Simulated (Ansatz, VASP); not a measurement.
## CaO: VASP beside Ansatz

Contents of INCAR:

```
ALGO = Normal
EDIFF = 1E-7
ENCUT = 520
GGA = PS
ISIF = 2
ISMEAR = 0
LASPH = T
LCHARG = F
LREAL = F
LWAVE = F
NBANDS = 15
NELM = 100
PREC = Accurate
SIGMA = 0.01
```

The input KPOINTS:

```
k-points
0
Gamma
  8 8 8
```

POSCAR

```
CaO
1.0
    2.3411525506      2.3411525506      0.0000000000
   -2.3411525506      2.3411525506      0.0000000000
    0.0000000000      2.3411525506      2.3411525506
Ca O
1 1
Direct
    0.0000000000      0.0000000000      0.0000000000
    0.5000000000      0.5000000000      0.0000000000
```

Input for Ansatz:

```yaml
crystal:
  lattice:
    - [2.3411525506, 2.3411525506, 0.0]
    - [-2.3411525506, 2.3411525506, 0.0]
    - [0.0, 2.3411525506, 2.3411525506]
  atoms:
    - { symbol: Ca, position: [0.0, 0.0, 0.0] }
    - { symbol: O, position: [0.5, 0.5, 0.0] }
kpoints:
  mp_grid: { grid: [8, 8, 8] }
scf:
  occupations: { method: fixed }
  convergence: { dr2_threshold: 1.0e-10 }
hamiltonian:
  xc: pbesol
  pseudopotentials: { kind: all_electron, lapw: { basis_error: 0.0005 } }
output:
  forces: true
  stress: true
  eigenstates:
    kpoints:
      - [0.0, 0.0, 0.0]
      - [-0.5, 0.5, 0.0]
      - [-0.5, -0.5, -0.5]
      - [0.0, 0.0, -0.5]
      - [0.0, -0.5, -0.5]
      - [0.0, 0.5, 0.0]
      - [-0.5, 0.0, 0.0]
      - [-0.5, 0.0, -0.5]
  eigenvalues: true
```

Alike in both runs: task single point; functional PBEsol; k mesh 8 × 8 × 8; no spin polarisation.

|  | VASP | Ansatz |
| --- | --- | --- |
| version | VASP 6.6.1 | Ansatz 0.2.0 |
| potentials or method | VASP PAW PBE potentials, release 64 (Ca_sv, O), cutoff 520 eV | all-electron LAPW, scalar-relativistic |
| occupations | gaussian, width 0.01 eV | fixed |

```tsv
	VASP	Ansatz	Ansatz less VASP
gap on the k mesh at the Fermi level (eV)	3.48	3.50	+0.021
pressure (GPa)	7.8	7.0	-0.83
```

VASP's potentials were made for PBE, not for PBEsol. Ansatz ran all-electron here, and VASP with PAW potentials.
